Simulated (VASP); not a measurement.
C: single point with PBE

The system is C.

```xyz
4
Lattice="2.4665 0.0000 0.0000 -1.2333 2.1361 0.0000 0.0000 0.0000 8.1723" Properties=species:S:1:pos:R:3 pbc="T T T"
C     0.0000    0.0000    0.0204
C     0.0000    0.0000    4.1066
C     0.0000    1.4241    0.0204
C     1.2333    0.7120    4.1066
```

This cell differs from its parent crystal: strain -0.0400 x Voigt [0, 0, 1, 0, 0, 0].

```
Program             : VASP 6.6.1
Task                : single point
Functional          : PBE
Potentials or basis : VASP PAW PBE potentials, release 64 (C)
Cutoff              : 520 eV
k mesh              : 24 × 24 × 6
Occupations         : gaussian, width 0.15 eV
Spin                : no spin polarisation
```

- Pressure: 0.4 GPa
- Band gap on the k mesh: zero (filled and empty bands touch)

Stress tensor (GPa, compression positive):
```
0.55 0.00 0.00
0.00 0.55 0.00
0.00 0.00 0.11
```

Levels at points of the mesh, in eV from the Fermi level:
```tsv
k point	band 5	band 6	band 7	band 8	band 9	band 10	band 11	band 12
(0.00, 0.00, 0.00)	-3.04	-3.04	-3.04	-3.04	3.21	6.93	8.30	8.30
(0.50, 0.00, 0.00)	-6.42	-6.41	-2.46	-2.26	1.56	1.83	7.32	7.40
(0.00, 0.00, 0.50)	-3.04	-3.04	-3.04	-3.04	4.65	4.65	8.31	8.31
(0.50, 0.00, 0.50)	-6.42	-6.42	-2.36	-2.36	1.67	1.67	7.36	7.36
```

Wall time 2.6 min on 1 thread of Intel(R) Xeon(R) Platinum 8259CL CPU @ 2.50GHz (Skylake/Cascade Lake) (shared host), peak memory 0.23 GiB.

Caveat: the cell differs from its parent crystal (strain -0.0400 x Voigt [0, 0, 1, 0, 0, 0]); this functional lacks dispersion, which binds the layers, so the pressure and a relaxed spacing across them are unreliable.
